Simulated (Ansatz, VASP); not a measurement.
One calculation of Ta2Tl, two programs

INCAR

```
SYSTEM = Ta2Tl
  PREC = Accurate
  ENCUT = 600
  EDIFF = 1E-7
  ISMEAR = 0
  SIGMA = 0.1
  LREAL = .False.
  LASPH = .True.
  NELM = 60
  ALGO = Normal
  ISIF = 3
  LWAVE = .False.
  LCHARG = .False.
  GGA = PE
  IBRION = 2
  NSW = 90
  EDIFFG = -0.04
```

Contents of KPOINTS:

```
Automatic mesh
0
Gamma
  6 6 4
  0 0 0
```

File POSCAR:

```
Ta2Tl
1.0
    3.9710031962      0.0000000000      0.0000000000
   -1.9855015981      3.4389896464      0.0000000000
    0.0000000000      0.0000000000      4.2876280357
Ta Tl
2 1
Direct
    0.3333333333      0.6666666667      0.5000000000
    0.6666666667      0.3333333333      0.5000000000
    0.0000000000      0.0000000000      0.0000000000
```

Input for Ansatz:

```yaml
crystal:
  lattice:
    - [3.9710031962, 0.0, 0.0]
    - [-1.9855015981, 3.4389896464, 0.0]
    - [0.0, 0.0, 4.2876280357]
  atoms:
    - { symbol: Ta, position: [0.3333333333, 0.6666666667, 0.5] }
    - { symbol: Ta, position: [0.6666666667, 0.3333333333, 0.5] }
    - { symbol: Tl, position: [0.0, 0.0, 0.0] }
basis:
  ecutwfc: 420
kpoints:
  mp_grid: { grid: [6, 6, 4] }
hamiltonian:
  xc: pbe
scf:
  occupations: { method: gaussian, width: 0.1 }
  lower_state_search: "off"
output:
  forces: true
  stress: true
  eigenvalues: true
relax:
  adjacent_minimum: "off"
  f_tol: 0.04
  max_steps: 70
  cell: { stress_tol: 0.4 }
```

Alike in both runs: task relaxation of cell and atoms; functional PBE; k mesh 6 × 6 × 4; occupations gaussian, width 0.1 eV; no spin polarisation.

|  | VASP | Ansatz |
| --- | --- | --- |
| version | VASP 6.6.1 | Ansatz 0.2.0 |
| potentials or method | VASP PAW PBE potentials, release 64 (Ta_pv, Tl_d), cutoff 600 eV | scalar-relativistic, plane waves, PAW |
| valence electrons in the cell | 35 | 39 |

VASP gave:

- gap on the k mesh at the Fermi level, each at its own relaxed structure (eV): none
- relaxed volume (Å³/atom): 20.08
- relaxed cell length with the largest relative difference (Å): 2.958

Problem. Estimate Ansatz's values.

Solution. gap on the k mesh at the Fermi level, each at its own relaxed structure (eV): none; relaxed volume (Å³/atom): 20.06; relaxed cell length with the largest relative difference (Å): 2.956.

A gap of «none» marks a metal or a gap that the smearing closes. VASP's potentials hold 35 valence electrons a cell and Ansatz's 39, so a difference there can come from the potentials and not from the codes.

The k mesh is coarse, so the values compare programs but aren't converged. Neither program's run includes spin-orbit coupling.
